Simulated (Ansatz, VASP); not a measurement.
Given: the input of a run of Ansatz 0.2.0 on Ba.

File input.yaml:

```yaml
crystal:
  lattice:
    - [3.9177175405, 0.0, 0.0]
    - [0.0, 3.9177175405, 0.0]
    - [0.0, 0.0, 3.9177175405]
  atoms:
    - { symbol: Ba, position: [0.0, 0.0, 0.0] }
kpoints:
  mp_grid: { grid: [7, 7, 7] }
scf:
  occupations: { method: gaussian, width: 0.05 }
hamiltonian:
  xc: pbe
  pseudopotentials: { kind: all_electron, lapw: { basis_error: 0.001 } }
output:
  forces: true
  stress: true
  eigenvalues: true
```

Potentials or basis: all-electron LAPW, scalar-relativistic.

Command:

```console
$ ansatz run input.yaml --threads 1 --pin off --max-ram 3072MiB --backend cpu --events-out ev --progress --plain --runs-dir out
```

Question: Translate it to VASP 6.6.1. Potentials there: VASP PAW PBE potentials, release 64 (Ba_sv).

Answer: As run (the cutoff follows the program's own potentials):

Contents of INCAR:

```
PREC = Accurate
ENCUT = 500
EDIFF = 1E-6
ISMEAR = 0
SIGMA = 0.05
LREAL = F
LASPH = T
NELM = 120
ALGO = Normal
ISIF = 2
LWAVE = F
LCHARG = T
GGA = PE
LELF = T
LVHAR = T
NBANDS = 11
GGA_COMPAT = F
```

Contents of KPOINTS:

```
regular mesh
0
Gamma
  7 7 7
```

Contents of POSCAR:

```
Ba
1.0
    3.9177175405      0.0000000000      0.0000000000
    0.0000000000      3.9177175405      0.0000000000
    0.0000000000      0.0000000000      3.9177175405
Ba
1
Direct
    0.0000000000      0.0000000000      0.0000000000
```

Potentials or basis: VASP PAW PBE potentials, release 64 (Ba_sv).

Run with:

```bash
$ cat potpaw_PBE.64/Ba_sv/POTCAR > POTCAR
$ mpirun -np 1 vasp_std > vasp.out
```

Both were run:

|  | VASP | Ansatz | Ansatz less VASP |
| --- | --- | --- | --- |
| gap on the k mesh at the Fermi level (eV) | 0.15 | 0.16 | +0.009 |
| least direct gap on the mesh (eV) | 0.22 | 0.22 | 0.000 |
| pressure (GPa) | 0.4 | 0.2 | -0.14 |

Ansatz ran all-electron here, and VASP with PAW potentials.

Spin-orbit coupling is off throughout.
